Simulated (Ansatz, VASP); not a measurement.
# One calculation of BaTiO3, two programs

```
Ba Ti O
1.0
     3.99980    0.00000    0.00000
     0.00000    3.99980    0.00000
     0.00000    0.00000    3.93764
Ba Ti O
1 1 3
Direct
  0.00000 0.00000 0.00000
  0.50000 0.50000 0.50000
  0.50000 0.50000 0.00000
  0.50000 0.00000 0.50000
  0.00000 0.50000 0.50000
```

Change from the starting cell: zz strain of -2 %, crystal datasets.

Alike in both runs: task electric field gradients; functional PBEsol; k mesh 7 × 7 × 7; occupations fermi-dirac, width 0.03 eV; no spin polarisation.

|  | VASP | Ansatz |
| --- | --- | --- |
| version | VASP 6.6.1 | Ansatz 0.2.0 |
| potentials or method | VASP PAW PBE potentials, release 64 (Ba_sv, Ti_sv, O), cutoff 520 eV | all-electron PAW with datasets made for the crystal, scalar-relativistic |

|  | VASP | Ansatz | Ansatz less VASP |
| --- | --- | --- | --- |
| gap on the k mesh at the Fermi level (eV) | 1.77 | 1.84 | +0.066 |
| pressure (GPa) | 0.8 | -1.2 | -1.93 |
| traceless stress, the component that is largest in VASP (GPa) | 2.21 | 2.14 | -0.071 |
| size of Vzz on the site where it differs most (V/Å²) | 2.0 | 1.7 | -0.31 |

VASP's potentials were made for PBE, not for PBEsol. Ansatz ran all-electron here, and VASP with PAW potentials.

Neither program's run includes spin-orbit coupling.
